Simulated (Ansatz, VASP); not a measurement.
## MgF2 in VASP and in Ansatz

```
Mg F
1.0
     4.62202    0.00000    0.00000
     0.00000    4.62202    0.00000
     0.00000    0.00000    3.16796
Mg F
2 4
Direct
  0.00000 0.00000 0.00000
  0.50000 0.50000 0.50000
  0.30432 0.30432 0.00000
  0.19568 0.80432 0.50000
  0.80432 0.19568 0.50000
  0.69568 0.69568 0.00000
```

Change from the starting cell: uniaxial_z strain +4.0%.

Alike in both runs: task single point; functional HSE06; k mesh 4 × 4 × 6; no spin polarisation.

|  | VASP | Ansatz |
| --- | --- | --- |
| version | VASP 6.6.1 | Ansatz 0.2.0 |
| potentials or method | VASP PAW PBE potentials, release 64 (Mg, F) | plane waves, PAW |
| plane-wave cutoff (eV) | 520 | 420 |
| occupations | gaussian, width 0.01 eV | fixed |
| valence electrons in the cell | 32 | 48 |

VASP gave:

| Quantity | Value |
| --- | --- |
| gap on the k mesh at the Fermi level (eV) | 9.07 |
| pressure (GPa) | -3.4 |
| traceless stress, the component that is largest in VASP (GPa) | -3.48 |
| rms of the force components (eV/Å) | 0.004 |

**Question.** Which values does Ansatz return?

**Answer.** gap on the k mesh at the Fermi level (eV): 9.13; pressure (GPa): -3.0; traceless stress, the component that is largest in VASP (GPa): -3.43; rms of the force components (eV/Å): 0.004.

Atom by atom the forces differ by 0.001 eV/Å (rms over components). VASP's potentials hold 32 valence electrons a cell and Ansatz's 48, so a difference there can come from the potentials and not from the codes. Ansatz's warnings: stress exchange threshold loose, stress scf threshold loose.
